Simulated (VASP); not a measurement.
Runs of VASP 6.6.1 on GdN. The structure is that of space group Fm-3m (No. 225), or close to it. The cells are those of the table. 

| spin | cell | gap on the mesh (eV) | pressure (GPa) | moment (μB) |
| --- | --- | --- | --- | --- |
| collinear, ferromagnetic start | a = 3.513 Å, angles 60.0°, 2 atoms | none | (b) | 7.00 |
| collinear, ferromagnetic start | a = 3.561 Å, angles 60.0°, 2 atoms | none | (a) | 7.00 |
| collinear, ferromagnetic start | a = 3.618 Å, angles 60.0°, 2 atoms | none | -8.4 | 7.00 |
| collinear, ferromagnetic start | a = 3.537 Å, angles 60.0°, 2 atoms | none | 0.3 | 7.00 |
| collinear, ferromagnetic start | a = 3.471 Å, angles 60.0°, 2 atoms | none | 9.9 | 7.00 |
| collinear, ferromagnetic start | a = 3.584 Å, angles 60.0°, 2 atoms | none | (c) | 7.00 |
| collinear, ferromagnetic start | a = 3.651 Å, angles 60.0°, 2 atoms | none | -11.4 | 7.00 |
| off | a = 3.537 Å, angles 60.0°, 2 atoms | none | -6.5 | - |
| collinear, ferromagnetic start | a = 3.489 Å, angles 60.0°, 2 atoms | none | 7.0 | 7.00 |

Alike in all rows: task single point; level PBE+U; potentials or basis VASP PAW PBE potentials, release 64 (Gd, N); Gd f U = 6.0 eV; k mesh 10 × 10 × 10; cutoff (eV) 520; smearing gaussian 0.05 eV.

Task: Estimate the missing entries.

Result: (a) -2.6; (b) 3.5; (c) -5.1.

Caveats: spin-orbit coupling is left out, which moves the levels of the heavy elements; a cell with one magnetic atom can't hold antiferromagnetic order, which such compounds often take (at least some runs); the cell stands under tension (at least some runs); the cell stands under pressure (at least some runs); U without spin polarisation on a metal has little footing (at least some runs).

A k mesh can miss the band edges, and the runs leave out spin-orbit coupling on Gd.

A gap of «none» marks levels without a gap at the run's occupations.
